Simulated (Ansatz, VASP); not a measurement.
# Two plane-wave programs on TiC

```xyz
2
Lattice="0.0000 2.1657 2.1657 2.1657 0.0000 2.1657 2.1657 2.1657 0.0000" Properties=species:S:1:pos:R:3 pbc="T T T"
Ti    0.0000    0.0000    0.0000
C     2.1657    2.1657    2.1657
```

Alike in both runs: task single point; functional PBE-based screened hybrid with a share of 0.1 of exact exchange and HFSCREEN = 0.2078699; k mesh 6 × 6 × 6; occupations fermi-dirac, width 0.05 eV; no spin polarisation.

|  | VASP | Ansatz |
| --- | --- | --- |
| version | VASP 6.6.1 | Ansatz 0.2.0 |
| potentials or method | VASP PAW PBE potentials, release 64 (Ti_sv, C) | Ansatz PAW |
| plane-wave cutoff (eV) | 520 | 420 |
| valence electrons in the cell | 16 | 16 |

Ansatz gave:

| Quantity | Value |
| --- | --- |
| gap on the k mesh at the Fermi level (eV) | none |
| pressure (GPa) | -1.8 |

Question: What did VASP give for the same quantities?

Answer: gap on the k mesh at the Fermi level (eV): none; pressure (GPa): -1.7.

VASP's potentials were made for PBE, not for PBE-based screened hybrid. A gap of «none» marks a metal or a gap that the smearing closes. The functional is the same, so the differences come from potentials, cutoffs and numerics.

The k mesh is coarse, so the values compare programs but aren't converged.
